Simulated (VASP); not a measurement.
Here is a VASP 6.6.1 calculation.

The input INCAR:

```
PREC = Accurate
ENCUT = 520
EDIFF = 1E-7
ISMEAR = 0
SIGMA = 0.05
LREAL = F
LASPH = T
NELM = 80
ALGO = Normal
ISIF = 2
LWAVE = F
LCHARG = T
GGA = PE
LELF = T
LVHAR = T
NBANDS = 10
```

KPOINTS

```
regular mesh
0
Gamma
  10 10 10
```

File POSCAR:

```
Cs
1.0
   -2.7500754600      2.7500754600      4.0972389800
    2.7500754600     -2.7500754600      4.0972389800
    2.7500754600      2.7500754600     -4.0972389800
Cs
1
Direct
    0.0000000000      0.0000000000      0.0000000000
```

Potentials or basis: VASP PAW PBE potentials, release 64 (Cs_sv).

The run is started by

```sh
$ cat potpaw_PBE.64/Cs_sv/POTCAR > POTCAR
$ mpirun -np 1 vasp_std > vasp.out
```

Task: Estimate the pressure.

Result: -0.1 GPa.
